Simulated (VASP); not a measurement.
A run of VASP 6.6.1 is set up as follows.

File INCAR:

```
SYSTEM = PbF2
PREC = Accurate
ENCUT = 600
EDIFF = 1E-6
ISMEAR = 0
SIGMA = 0.01
LREAL = .False.
LASPH = .True.
NELM = 100
ALGO = Normal
ISIF = 3
LWAVE = .False.
LCHARG = .False.
GGA = PS
IBRION = 2
NSW = 100
EDIFFG = -0.002
PSTRESS = 70.0
```

Contents of KPOINTS:

```
Automatic mesh
0
Gamma
  6 6 6
  0 0 0
```

The input POSCAR:

```
PbF2
1.0
    0.0000000000      2.9493366667      2.9493366667
    2.9493366667      0.0000000000      2.9493366667
    2.9493366667      2.9493366667      0.0000000000
Pb F
1 2
Direct
    0.0000000000      0.0000000000      0.0000000000
    0.2500000000      0.2500000000      0.2500000000
    0.7500000000      0.7500000000      0.7500000000
```

Potentials or basis: VASP PAW PBE potentials, release 64 (Pb_d, F).

Launch:

```sh
$ cat potpaw_PBE.64/Pb_d/POTCAR potpaw_PBE.64/F/POTCAR > POTCAR
$ mpirun -np 1 vasp_std > vasp.out
```

Question: Predict the band gap on the k mesh.

Answer: 4.30 eV (least direct gap 4.43 eV).

Question: What does it give for the relaxed volume?

Answer: 15.81 Å³/atom.

Question: Predict the space group after relaxing (to 0.1 Å).

Answer: Fm-3m (No. 225).

Question: Estimate the relaxed cell.

Answer: a = 4.063 Å, b = 4.063 Å, c = 4.063 Å, α = 60.00°, β = 60.00°, γ = 60.00°.

Final structure:
```
CELL_PARAMETERS angstrom
0.00000 2.87277 2.87277
2.87277 0.00000 2.87277
2.87277 2.87277 0.00000
ATOMIC_POSITIONS crystal
Pb 0.00000 0.00000 0.00000
F 0.25000 0.25000 0.25000
F 0.75000 0.75000 0.75000
```

Caveat: the cell is relaxed towards a set pressure, so the run minimises the enthalpy, not the energy; the PAW data sets were made with another functional, which shifts forces and pressure a little; spin-orbit coupling is left out, which moves the levels of the heavy elements. A k mesh can miss the band edges.
